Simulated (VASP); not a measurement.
Write the native input for VASP 6.6.1 that does the following.

* Task: single point
* Functional: LDA
* Potentials or basis: VASP PAW PBE potentials, release 64 (Lu)
* Cutoff: 600 eV
* k mesh: 6 × 6 × 6
* Occupations: fermi-dirac, width 0.1 eV
* Spin: no spin polarisation
* Dipole correction: no
* Further INCAR settings: ALGO = Normal; EDIFF = 1e-06; NBANDS = 18

The structure of Lu lies in POSCAR:

```
Lu
1.0
    4.0270000000      0.0000000000      0.0000000000
    0.0000000000      4.0270000000      0.0000000000
    0.0000000000      0.0000000000      4.0270000000
Lu
1
Direct
    0.0000000000      0.0000000000      0.0000000000
```

This isn't the form of Lu at room conditions, which is hcp.

One way to write it, as run:

INCAR

```
SYSTEM = Lu
PREC = Accurate
ENCUT = 600
EDIFF = 1E-6
ISMEAR = -1
SIGMA = 0.1
LREAL = .FALSE.
LASPH = .TRUE.
NELM = 120
ALGO = Normal
ISIF = 2
LWAVE = .FALSE.
LCHARG = .FALSE.
GGA = CA
NBANDS = 18
GGA_COMPAT = .FALSE.
```

KPOINTS

```
Automatic mesh
0
G
  6 6 6
  0 0 0
```

Potentials or basis: VASP PAW PBE potentials, release 64 (Lu).

Run with:

```console
$ cat potpaw_PBE.64/Lu/POTCAR > POTCAR
$ mpirun -np 1 vasp_std > vasp.out
```

Results of the run:

| Item | Value |
| --- | --- |
| Pressure | -6.7 GPa |
| Band gap on the k mesh | zero (an odd number of electrons rules out a gap without spin polarisation) |

Caveat: the cell stands under tension; the PAW data sets were made with another functional, which shifts forces and pressure a little; spin-orbit coupling is left out, which moves the levels of the heavy elements.

Wall time 19 s on 1 thread of Intel Xeon 8259CL, on a shared host, peak memory 0.17 GiB.
